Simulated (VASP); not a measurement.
Wanted: the native input for a VASP 6.6.1 run.

* Task: single point
* Functional: PBE
* Dispersion: D3(BJ)
* Potentials or basis: VASP PAW PBE potentials, release 64 (Pt)
* Cutoff: 520 eV
* k mesh: 8 × 8 × 8
* Occupations: gaussian, width 0.1 eV
* Spin: no spin polarisation
* Dipole correction: no
* Further INCAR settings: ALGO = Normal; EDIFF = 1e-06; NBANDS = 11

The structure of Pt lies in POSCAR:

```
Pt
1.0
    0.0000000000      1.9579000000      1.9579000000
    1.9579000000      0.0000000000      1.9579000000
    1.9579000000      1.9579000000      0.0000000000
Pt
1
Direct
    0.0000000000      0.0000000000      0.0000000000
```

The input as run:

INCAR

```
ALGO = Normal ; EDIFF = 1E-6
ENCUT = 520 ; GGA = PE
ISIF = 2 ; ISMEAR = 0
IVDW = 12 ; LASPH = True
LCHARG = False ; LREAL = False
LWAVE = False ; NBANDS = 11
NELM = 60 ; PREC = Accurate
SIGMA = 0.1
```

KPOINTS

```
k-points
0
Gamma
  8 8 8
```

Potentials or basis: VASP PAW PBE potentials, release 64 (Pt).

Run with:

```bash
$ cat potpaw_PBE.64/Pt/POTCAR > POTCAR
$ mpirun -np 1 vasp_std > vasp.out
```

It gave:

* Pressure: 1.5 GPa
* Band gap on the k mesh: zero (band 5 reaches 11.82 eV, above the bottom of band 6 at 9.57 eV)
* Dispersion energy per atom: -0.783 eV

Caveat: spin-orbit coupling is left out, which moves the levels of the heavy elements; pairwise dispersion overbinds metals, which lowers pressure and volume.

It took 5.8 s on 1 thread of AMD EPYC 7R43 64-Core Processor (Zen 3), with other jobs on the host, peak memory 0.11 GiB.
